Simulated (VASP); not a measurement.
# Ba3Cd (Pm-3m) in VASP: relaxation of cell and atoms with PBE

Aim: the relaxation of cell and atoms of Ba3Cd with PBE.

Program: VASP 6.6.1. These are calculated values, not measurements. Logs are shortened: lines on timing, memory, paths and dates and some standing lists are left out, and cuts for length are marked.

### 1 The cell of the first run

The structure is cubic, space group Pm-3m (No. 221). The conventional cell has a = 5.114 Å, b = 5.114 Å, c = 5.114 Å, α = 90.00°, β = 90.00°, γ = 90.00°. Ba (site symmetry 4/mmm) has 8 Ba at 3.62 Å and 4 Cd at 3.62 Å within 4.8 Å. Cd (site symmetry m-3m) has 12 Ba at 3.62 Å within 4.8 Å.

### 2 Relaxation of cell and atoms, PBE

INCAR

```
PREC = Accurate
ENCUT = 630
EDIFF = 1E-7
ISMEAR = 0
SIGMA = 0.1
LREAL = False
LASPH = True
NELM = 120
ALGO = Normal
ISIF = 3
LWAVE = False
LCHARG = False
GGA = PE
IBRION = 2
NSW = 90
EDIFFG = -0.04
GGA_COMPAT = False
NELMIN = 4
```

KPOINTS

```
Automatic mesh
0
Gamma
  4 4 4
```

POSCAR

```
Ba3Cd
1.0
    5.1139096113      0.0000000000      0.0000000000
    0.0000000000      5.1139096113      0.0000000000
    0.0000000000      0.0000000000      5.1139096113
Ba Cd
3 1
Direct
    0.0000000000      0.5000000000      0.5000000000
    0.5000000000      0.0000000000      0.5000000000
    0.5000000000      0.5000000000      0.0000000000
    0.0000000000      0.0000000000      0.0000000000
```

Potentials or basis: VASP PAW PBE potentials, release 64 (Ba_sv, Cd_sv_GW).

Command:

```
> cat potpaw_PBE.64/Ba_sv/POTCAR potpaw_PBE.64/Cd_sv_GW/POTCAR > POTCAR
> mpirun -np 1 vasp_std > vasp.out
```

OUTCAR:

```text
PREC = Accurate
   ENCUT = 630
   EDIFF = 1E-7
   ISMEAR = 0
   LREAL = False
   LASPH = True
   NELM = 120
   ISIF = 3
   GGA = PE
   IBRION = 2
   NSW = 90
   EDIFFG = -0.04
   NELMIN = 4

 ion  position               nearest neighbor table
   1  0.000  0.500  0.500-   2 3.62   3 3.62   4 3.62   3 3.62   4 3.62   2 3.62   4 3.62   4 3.62
                             2 3.62   3 3.62   3 3.62   2 3.62
   2  0.500  0.000  0.500-   1 3.62   3 3.62   4 3.62   3 3.62   4 3.62   1 3.62   3 3.62   3 3.62
                             1 3.62   4 3.62   4 3.62   1 3.62
   3  0.500  0.500  0.000-   1 3.62   2 3.62   4 3.62   1 3.62   2 3.62   2 3.62   4 3.62   2 3.62
                             1 3.62   4 3.62   1 3.62   4 3.62
   4  0.000  0.000  0.000-   1 3.62   2 3.62   3 3.62   1 3.62   2 3.62   1 3.62   3 3.62   1 3.62
                             2 3.62   3 3.62   2 3.62   3 3.62

  LATTYP: Found a simple cubic cell.
 ALAT       =     5.1139096113

  Lattice vectors:

 A1 = (   5.1139096113,   0.0000000000,   0.0000000000)
 A2 = (   0.0000000000,   5.1139096113,   0.0000000000)
 A3 = (   0.0000000000,   0.0000000000,   5.1139096113)

Analysis of symmetry for initial positions (statically):
=====================================================================
 Subroutine PRICEL returns:
 Original cell was already a primitive cell.

 Routine SETGRP: Setting up the symmetry group for a
 simple cubic supercell.

 Subroutine GETGRP returns: Found 48 space group operations
 (whereof 48 operations were pure point group operations)
 out of a pool of 48 trial point group operations.

The static configuration has the point symmetry O_h .

Analysis of symmetry for dynamics (positions and initial velocities):
=====================================================================
 Subroutine PRICEL returns:
 Original cell was already a primitive cell.

 Routine SETGRP: Setting up the symmetry group for a
 simple cubic supercell.

 Subroutine GETGRP returns: Found 48 space group operations
 (whereof 48 operations were pure point group operations)
 out of a pool of 48 trial point group operations.

The dynamic configuration has the point symmetry O_h .

 Subroutine INISYM returns: Found 48 space group operations
 (whereof 48 operations are pure point group operations),
 and found     1 'primitive' translations

----------------------------------------------------------------------------------------

                                     Primitive cell

  volume of cell :     133.7393

  direct lattice vectors                    reciprocal lattice vectors
     5.113909611  0.000000000  0.000000000     0.195545107  0.000000000  0.000000000
     0.000000000  5.113909611  0.000000000     0.000000000  0.195545107  0.000000000
     0.000000000  0.000000000  5.113909611     0.000000000  0.000000000  0.195545107

  length of vectors
     5.113909611  5.113909611  5.113909611     0.195545107  0.195545107  0.195545107

  position of ions in fractional coordinates (direct lattice)
     0.000000000  0.500000000  0.500000000
     0.500000000  0.000000000  0.500000000
     0.500000000  0.500000000  0.000000000
     0.000000000  0.000000000  0.000000000

  ion indices of the primitive-cell ions
   primitive index   ion index
                 1           1
                 2           2
                 3           3
                 4           4

----------------------------------------------------------------------------------------

 KPOINTS: Automatic mesh

Automatic generation of k-mesh.
 Grid dimensions read from file:
 generate k-points for:    4    4    4

 Generating k-lattice:

  Cartesian coordinates                     Fractional coordinates (reciprocal lattice)
     0.048886277  0.000000000  0.000000000     0.250000000  0.000000000  0.000000000
     0.000000000  0.048886277  0.000000000     0.000000000  0.250000000  0.000000000
     0.000000000  0.000000000  0.048886277     0.000000000  0.000000000  0.250000000

  Length of vectors
     0.048886277  0.048886277  0.048886277

  Shift w.r.t. Gamma in fractional coordinates (k-lattice)
     0.000000000  0.000000000  0.000000000

 Subroutine IBZKPT returns following result:
 ===========================================

 Found     10 irreducible k-points:

 Following reciprocal coordinates:
            Coordinates               Weight
  0.000000  0.000000  0.000000      1.000000
  0.250000  0.000000  0.000000      6.000000
  0.500000  0.000000  0.000000      3.000000
  0.250000  0.250000  0.000000     12.000000
  0.500000  0.250000  0.000000     12.000000
  0.500000  0.500000  0.000000      3.000000
  0.250000  0.250000  0.250000      8.000000
  0.500000  0.250000  0.250000     12.000000
  0.500000  0.500000  0.250000      6.000000
  0.500000  0.500000  0.500000      1.000000
   k-points           NKPTS =     10   k-points in BZ     NKDIM =     10   number of bands    NBANDS=     30
   number of dos      NEDOS =    301   number of ions     NIONS =      4
   total plane-waves  NPLWV =  74088
   dimension x,y,z NGX =    42 NGY =   42 NGZ =   42
   dimension x,y,z NGXF=    84 NGYF=   84 NGZF=   84
   ions per type =               3   1
   NGX,Y,Z   is equivalent  to a cutoff of  13.65, 13.65, 13.65 a.u.
   NGXF,Y,Z  is equivalent  to a cutoff of  27.31, 27.31, 27.31 a.u.
 SYSTEM =  unknown system
   PREC   = accura    normal or accurate (medium, high low for compatibility)
   ISTART =      0    job   : 0-new  1-cont  2-samecut
   ICHARG =      2    charge: 1-file 2-atom 10-const
   ISPIN  =      1    spin polarized calculation?
   LNONCOLLINEAR =      F non collinear calculations
   LSORBIT =      F    spin-orbit coupling
   LASPH  =      T    aspherical Exc in radial PAW
   ENCUT  =  630.0 eV  46.30 Ry    6.80 a.u.  10.47 10.47 10.47*2*pi/ulx,y,z
   NELM   =    120;   NELMIN=  4; NELMDL= -5     # of ELM steps
   EDIFF  = 0.1E-06   stopping-criterion for ELM
   LREAL  =      F    real-space projection
   EDIFFG = -.4E-01   stopping-criterion for IOM
   NSW    =     90    number of steps for IOM
   IBRION =      2    ionic relax: 0-MD 1-quasi-New 2-CG
   NFREE  =      1    steps in history (QN), initial steepest desc. (CG)
   ISIF   =      3    stress and relaxation
   ISYM   =      2    0-nonsym 1-usesym 2-fastsym
   POTIM  = 0.5000    time-step for ionic-motion
   TEBEG  =    0.0;   TEEND  =   0.0 temperature during run
   PSTRESS=    0.0 pullay stress
   NELECT =      50.0000    total number of electrons
   NUPDOWN=      -1.0000    fix difference up-down
   EMIN   =  10.00;   EMAX   =-10.00  energy-range for DOS
   EFERMI =   0.00;   METHOD = LEGACY
   ISMEAR =     0;   SIGMA  =   0.10  broadening in eV -4-tet -1-fermi 0-gaus
   EFERMI_NEDOS =   21; number of points for ismear=-14 and -15
   IALGO  =     38    algorithm
   IMIX   =      4    mixing-type and parameters
     AMIX     =   0.40;   BMIX     =  1.00
     AMIX_MAG =   1.60;   BMIX_MAG =  1.00
  volume/ion in A,a.u.               =      33.43       225.63
  Fermi-wavevector in a.u.,A,eV,Ry     =   1.179357  2.228661 18.924096  1.390882
  Thomas-Fermi vector in A             =   2.315669
   LORBIT       =      0    0 simple, 1 ext, 2 COOP (PROOUT), +10 PAW based schemes
   GGA     = PE    functional components
   LHFCALC =     F    Hartree Fock is set to
   AEXX    =    0.0000 exact exchange contribution
   IVDW    =     0    specifies the selected vdW correction
   LEPSILON=     F    determine dielectric tensor
   LRPA    =     F    only Hartree local field effects (RPA)
 conjugate gradient relaxation of ions
 non-spin polarized calculation
 Gauss-broadening in eV      SIGMA  =   0.10
  energy-cutoff  :      630.00
  volume of cell :      133.74
 maximum number of plane-waves:      4828
 NGX is ok and might be reduce to    42
   NGX = 21   NGY = 21   NGZ = 21

--------------------------------------- Ionic step        1  -------------------------------------------

 number of electron      49.9999995 magnetization

 Free energy of the ion-electron system (eV)
  ---------------------------------------------------
  ext. energy  EPLUGINS =         0.00000000
  ---------------------------------------------------
  free energy    TOTEN  =        -5.45951309 eV

  energy without entropy =       -5.42872056  energy(sigma->0) =       -5.44411682

 E-fermi :   4.1509     XC(G=0):  -9.6054

 val. band max:        4.1255143838   @ k =   0.2500   0.0000   0.0000
 cond. band min:       4.1664982232   @ k =   0.5000   0.2500   0.2500
 fundamental gap:      0.0409838394
 Fermi energy:         4.1509003823

 k-point     1 :       0.0000    0.0000    0.0000
  band No.  band energies     occupation
      1     -98.3298      2.00000
      2     -59.3564      2.00000
      3     -59.3564      2.00000
      4     -59.3564      2.00000
      5     -24.3298      2.00000
      6     -23.8487      2.00000
[... 417 lines left out ...]
 POSITION                                       TOTAL-FORCE (eV/Angst)
 -----------------------------------------------------------------------------------
     -0.00000      2.84287      2.84287         0.000000     -0.000000      0.000000
      2.84287     -0.00000      2.84287        -0.000000      0.000000      0.000000
      2.84287      2.84287      0.00000        -0.000000      0.000000      0.000000
      0.00000      0.00000      0.00000        -0.000000     -0.000000      0.000000
 -----------------------------------------------------------------------------------
    total drift:                                0.000000     -0.000000     -0.000000

  FREE ENERGIE OF THE ION-ELECTRON SYSTEM (eV)
  ---------------------------------------------------
  free  energy   TOTEN  =        -6.5788119918 eV

  energy  without entropy=       -6.5441179362  energy(sigma->0) =       -6.56146496

--------------------------------------- Ionic step        4  -------------------------------------------

 number of electron      49.9999966 magnetization

 Free energy of the ion-electron system (eV)
  ---------------------------------------------------
  ext. energy  EPLUGINS =         0.00000000
  ---------------------------------------------------
  free energy    TOTEN  =        -6.58445285 eV

  energy without entropy =       -6.55162159  energy(sigma->0) =       -6.56803722

 E-fermi :   2.4882     XC(G=0):  -8.2324

 val. band max:        2.4742826076   @ k =   0.5000   0.2500   0.0000
 cond. band min:       2.5085058380   @ k =   0.2500   0.2500   0.0000
 fundamental gap:      0.0342232303
 Fermi energy:         2.4881602798

 k-point     1 :       0.0000    0.0000    0.0000
  band No.  band energies     occupation
      1     -99.9206      2.00000
      2     -60.9647      2.00000
      3     -60.9647      2.00000
      4     -60.9647      2.00000
      5     -26.2981      2.00000
      6     -26.1653      2.00000
[... 341 lines left out ...]
 POSITION                                       TOTAL-FORCE (eV/Angst)
 -----------------------------------------------------------------------------------
     -0.00000      2.86638      2.86638         0.000000     -0.000000      0.000000
      2.86638     -0.00000      2.86638        -0.000000      0.000000      0.000000
      2.86638      2.86638      0.00000        -0.000000      0.000000      0.000000
      0.00000      0.00000      0.00000         0.000000      0.000000      0.000000
 -----------------------------------------------------------------------------------
    total drift:                                0.000000     -0.000000     -0.000000

  FREE ENERGIE OF THE ION-ELECTRON SYSTEM (eV)
  ---------------------------------------------------
  free  energy   TOTEN  =        -6.5844528512 eV

  energy  without entropy=       -6.5516215946  energy(sigma->0) =       -6.56803722

 reached required accuracy - stopping structural energy minimisation
```

Wall time 4.7 min (1 thread of Intel Xeon Platinum 8259CL at 2.50GHz (Skylake/Cascade Lake), shared host); peak memory 0.29 GiB.

Results:

* Free energy: -6.5845 eV
* Relaxed volume: 47.10 Å³/atom
* Relaxed cell: a = 5.733 Å, b = 5.733 Å, c = 5.733 Å, α = 90.00°, β = 90.00°, γ = 90.00°
* Space group after relaxing (to 0.1 Å): Pm-3m (No. 221)
* Energy gained by relaxing: 281.2 meV/atom
* Ionic steps: 4
* Pressure after relaxing: 0.0 GPa
* Band gap on the k mesh: zero (bands 25 and 26 overlap by 0.31 eV)

The path:
```tsv
step	energy change (eV)	largest force (eV/Å)	pressure (GPa)	volume (Å³)
1	0.0000	0.0000	8.79	133.74
2	-1.0569	0.0000	1.42	172.46
3	-1.1193	0.0000	0.38	183.81
4	-1.1249	0.0000	0.02	188.40
```

Final structure:
```cif
data_structure
_symmetry_space_group_name_H-M 'P 1'
_symmetry_Int_Tables_number 1
_cell_length_a 5.7328
_cell_length_b 5.7328
_cell_length_c 5.7328
_cell_angle_alpha 90.000
_cell_angle_beta 90.000
_cell_angle_gamma 90.000
_cell_volume 188.40
loop_
_atom_site_label
_atom_site_type_symbol
_atom_site_fract_x
_atom_site_fract_y
_atom_site_fract_z
_atom_site_occupancy
Ba1 Ba 0.00000 0.50000 0.50000 1
Ba2 Ba 0.50000 0.00000 0.50000 1
Ba3 Ba 0.50000 0.50000 0.00000 1
Cd1 Cd 0.00000 0.00000 0.00000 1
```

Levels at points of the mesh, in eV from the Fermi level:
```tsv
k point	band 22	band 23	band 24	band 25	band 26	band 27	band 28	band 29
(0.00, 0.00, 0.00)	-4.13	-1.77	-0.08	-0.08	0.12	0.12	0.12	1.64
(0.50, 0.00, 0.00)	-3.26	-1.74	-0.58	0.17	0.17	0.42	1.13	1.76
(0.50, 0.50, 0.00)	-3.01	-0.83	-0.83	-0.18	0.22	0.79	0.79	0.99
(0.50, 0.50, 0.50)	-3.41	-0.51	-0.51	-0.51	0.67	0.67	0.67	1.85
```

Caveat: the volume moved by over 15 % at a fixed basis, so the end points are rough; spin-orbit coupling is left out, which moves the levels of the heavy elements.

The gap in the log of VASP goes by the Fermi energy; the results here count the filled bands.